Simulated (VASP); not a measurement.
A run of VASP 6.6.1:

The input INCAR:

```
PREC = Accurate
ENCUT = 600
EDIFF = 1E-6
ISMEAR = -1
SIGMA = 0.1
LREAL = False
LASPH = True
NELM = 60
ALGO = Normal
ISIF = 3
LWAVE = False
LCHARG = False
GGA = PS
IBRION = 2
NSW = 32
EDIFFG = -0.005
PSTRESS = 3800.0
```

KPOINTS

```
regular mesh
0
Gamma
  11 11 15
```

Contents of POSCAR:

```
Ti
1.0
    3.5575137081      0.0000000000      0.0000000000
   -1.7787568540      3.0808972455      0.0000000000
    0.0000000000      0.0000000000      1.8876708729
Ti
3
Direct
    0.0000000000      0.0000000000      0.0000000000
    0.3333333333      0.6666666667      0.5000000000
    0.6666666667      0.3333333333      0.5000000000
```

Potentials or basis: VASP PAW PBE potentials, release 64 (Ti_sv).

Command:

```bash
$ cat potpaw_PBE.64/Ti_sv/POTCAR > POTCAR
$ mpirun -np 1 vasp_std > vasp.out
```

Hardware: 1 thread of Intel(R) Xeon(R) Platinum 8559C (Emerald Rapids), on a shared host.

**Question.** Estimate the wall time of this run.

**Answer.** Wall time 4 min on 1 thread of Intel(R) Xeon(R) Platinum 8559C (Emerald Rapids) (shared host), peak memory 0.19 GiB. Counts: scf iterations 101, k points 128, ion steps 9.
